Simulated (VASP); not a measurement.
Here is a VASP 6.6.1 calculation.

File INCAR:

```
PREC = Accurate ; ENCUT = 520
EDIFF = 1E-6 ; ISMEAR = 0
SIGMA = 0.1 ; LREAL = False
LASPH = True ; NELM = 150
ALGO = Normal ; ISIF = 2
LWAVE = False ; LCHARG = False
ISPIN = 2 ; MAGMOM = 4.12 0.49
LORBIT = 11 ; LMAXMIX = 4
GGA = PS ; NBANDS = 22
```

Contents of KPOINTS:

```
regular mesh
0
Gamma
  14 14 12
```

Contents of POSCAR:

```
MnPt
1.0
    2.8477475071      0.0000000000      0.0000000000
    0.0000000000      2.8477475071      0.0000000000
    0.0000000000      0.0000000000      3.4522272541
Mn Pt
1 1
Direct
    0.0000000000      0.0000000000      0.0000000000
    0.5000000000      0.5000000000      0.5000000000
```

Potentials or basis: VASP PAW PBE potentials, release 64 (Mn_pv, Pt).

The run is started by

```sh
$ cat potpaw_PBE.64/Mn_pv/POTCAR potpaw_PBE.64/Pt/POTCAR > POTCAR
$ mpirun -np 1 vasp_std > vasp.out
```

Problem. What does it give for the net moment?

Solution. 4.23 μB per cell.

Problem. Predict the pressure.

Solution. 5.7 GPa.

Problem. Predict the site moments.

Solution. Mn +3.68; Pt +0.40 μB.

Stress tensor (GPa, compression positive):
```
5.42 0.00 0.00
0.00 5.42 0.00
0.00 0.00 6.25
```

Caveat: the cell differs from its parent crystal (equal strain along all axes, cell held: -1.0 %); the cell stands under pressure; the PAW data sets were made with another functional, which shifts forces and pressure a little.
